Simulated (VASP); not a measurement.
Wanted: the native input for a VASP 6.6.1 run.

* Task: single point
* Functional: PBE
* Potentials or basis: VASP PAW PBE potentials, release 64 (N)
* Cutoff: 520 eV
* k mesh: 9 × 9 × 5
* Occupations: fermi-dirac, width 0.03 eV
* Spin: no spin polarisation
* Dipole correction: no
* k mesh for the DOS: 14 × 14 × 8
* Occupations for the DOS: tetrahedron
* Further INCAR settings: ALGO = Normal; EDIFF = 1e-06

The system is N.

```xyz
4
Lattice="4.0500 0.0000 0.0000 -2.0250 3.5074 0.0000 0.0000 0.0000 6.6040" Properties=species:S:1:pos:R:3 pbc="T T T"
N     0.0000    2.3383    2.2322
N     2.0250    1.1691    5.5342
N     0.0000    2.3383    1.0698
N     2.0250    1.1691    4.3718
```

The input as run:

POSCAR

```
N
1.0
    4.0499987506      0.0000000000      0.0000000000
   -2.0249993753      3.5074018033      0.0000000000
    0.0000000000      0.0000000000      6.6040000000
N
4
Direct
    0.3333333333      0.6666666667      0.3380000000
    0.6666666667      0.3333333333      0.8380000000
    0.3333333333      0.6666666667      0.1620000000
    0.6666666667      0.3333333333      0.6620000000
```

INCAR.step1

```
SYSTEM = N
PREC     = Accurate       ! precision mode
ENCUT    = 520            ! plane-wave cutoff, eV
EDIFF    = 1E-6           ! SCF threshold, eV
ISMEAR   = -1             ! smearing method
SIGMA    = 0.03           ! smearing width, eV
LREAL    = .False.        ! projectors in reciprocal space
LASPH    = .True.         ! aspherical terms in the spheres
NELM     = 80             ! most SCF steps
ALGO     = Normal         ! electronic algorithm
ISIF     = 2              ! what is computed and relaxed
LWAVE    = .False.        ! write WAVECAR
LCHARG   = .True.         ! write CHGCAR
GGA      = PE             ! functional
NBANDS   = 18             ! bands
```

KPOINTS.step1

```
Automatic mesh
0
Gamma
  9 9 5
  0 0 0
```

INCAR.step2

```
SYSTEM = N
PREC     = Accurate       ! precision mode
ENCUT    = 520            ! plane-wave cutoff, eV
EDIFF    = 1E-6           ! SCF threshold, eV
ISMEAR   = -5             ! smearing method
SIGMA    = 0.03           ! smearing width, eV
LREAL    = .False.        ! projectors in reciprocal space
LASPH    = .True.         ! aspherical terms in the spheres
NELM     = 80             ! most SCF steps
ALGO     = Normal         ! electronic algorithm
ISIF     = 2              ! what is computed and relaxed
LWAVE    = .False.        ! write WAVECAR
LCHARG   = .False.        ! write CHGCAR
GGA      = PE             ! functional
LORBIT   = 11             ! projections on sites
NEDOS    = 2001           ! points of the DOS
ICHARG   = 11             ! starting density
```

KPOINTS.step2

```
Automatic mesh
0
Gamma
  14 14 8
  0 0 0
```

Potentials or basis: VASP PAW PBE potentials, release 64 (N).

Launch:

```console
$ cat potpaw_PBE.64/N/POTCAR > POTCAR
$ cp INCAR.step1 INCAR
$ cp KPOINTS.step1 KPOINTS
$ mpirun -np 1 vasp_std > vasp.out
$ cp INCAR.step2 INCAR
$ cp KPOINTS.step2 KPOINTS
$ mpirun -np 1 vasp_std > vasp.out
```

Results of the run:

| Quantity | Value |
| --- | --- |
| Valence electrons inside the program's atomic spheres | N 3.75 |

Caveat: the standard files for N, O and F lose accuracy on very short bonds.

Wall time 4.8 min on 1 thread of AMD EPYC 7R13, with other jobs on the host, peak memory 0.23 GiB.
